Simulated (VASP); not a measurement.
Set up this calculation in VASP 6.6.1, as the native input.

| Quantity | Value |
| --- | --- |
| Task | single point |
| Functional | BLYP |
| Potentials or basis | VASP PAW PBE potentials, release 64 (Y_sv) |
| Cutoff | 520 eV |
| k mesh | 11 × 11 × 11 |
| Occupations | fermi-dirac, width 0.1 eV |
| Spin | no spin polarisation |
| Dipole correction | no |
| Further INCAR settings | ALGO = Normal; EDIFF = 1e-06; NBANDS = 12 |

The structure of Y lies in POSCAR:

```
Y
1.0
    3.2775558837      0.0000000000      0.0000000000
    0.0000000000      3.2775558837      0.0000000000
    0.0000000000      0.0000000000      3.2775558837
Y
1
Direct
    0.0000000000      0.0000000000      0.0000000000
```

This cell differs from its parent crystal: volume scaled by 0.96.

One way to write it, as run:

INCAR

```
PREC = Accurate
ENCUT = 520
EDIFF = 1E-6
ISMEAR = -1
SIGMA = 0.1
LREAL = F
LASPH = T
NELM = 100
ALGO = Normal
ISIF = 2
LWAVE = F
LCHARG = F
GGA = B5
ALDAX = 1.0
AGGAX = 1.0
AGGAC = 1.0
ALDAC = 0.0
NBANDS = 12
```

KPOINTS

```
regular mesh
0
Gamma
  11 11 11
```

Potentials or basis: VASP PAW PBE potentials, release 64 (Y_sv).

Command:

```bash
$ cat potpaw_PBE.64/Y_sv/POTCAR > POTCAR
$ mpirun -np 1 vasp_std > vasp.out
```

It gave:

- Pressure: 0.9 GPa

Caveat: the PAW data sets were made with another functional, which shifts forces and pressure a little.

Run time: 11 s on 1 thread of Intel(R) Xeon(R) 6975P-C (Granite Rapids), with other jobs on the host, peak memory 0.16 GiB.
